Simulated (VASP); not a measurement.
Ru16CO, 18 atoms in the cell. The cell holds a slab with vacuum, 18 atoms: a = 5.395 Å, b = 5.395 Å, c = 25.088 Å, α = 90.00°, β = 90.00°, γ = 120.00°. 

* Program: VASP 6.6.1
* Task: single point
* Functional: PBE
* Dispersion: D3(BJ)
* Potentials or basis: VASP PAW PBE potentials, release 64 (Ru_pv, O, C)
* Cutoff: 520 eV
* k mesh: 6 × 6 × 1
* Occupations: gaussian, width 0.1 eV
* Spin: no spin polarisation
* Dipole correction: yes
* Further INCAR settings: LREAL = Auto; ALGO = Normal; EDIFF = 1e-06; NBANDS = 132

Potentials or basis: VASP PAW PBE potentials, release 64 (Ru_pv, O, C).

Run with:

```console
$ cat potpaw_PBE.64/Ru_pv/POTCAR potpaw_PBE.64/O/POTCAR potpaw_PBE.64/C/POTCAR > POTCAR
$ mpirun -np 1 vasp_std > vasp.out
```

Hardware: 1 thread of Intel(R) Xeon(R) Platinum 8259CL CPU @ 2.50GHz (Skylake/Cascade Lake), with other jobs on the host.

Problem. Estimate the wall time of this run.

Solution. Run time: 73 min on 1 thread of Intel(R) Xeon(R) Platinum 8259CL CPU @ 2.50GHz (Skylake/Cascade Lake) (shared host), peak memory 1.1 GiB. Counts: scf iterations 35, k points 13.
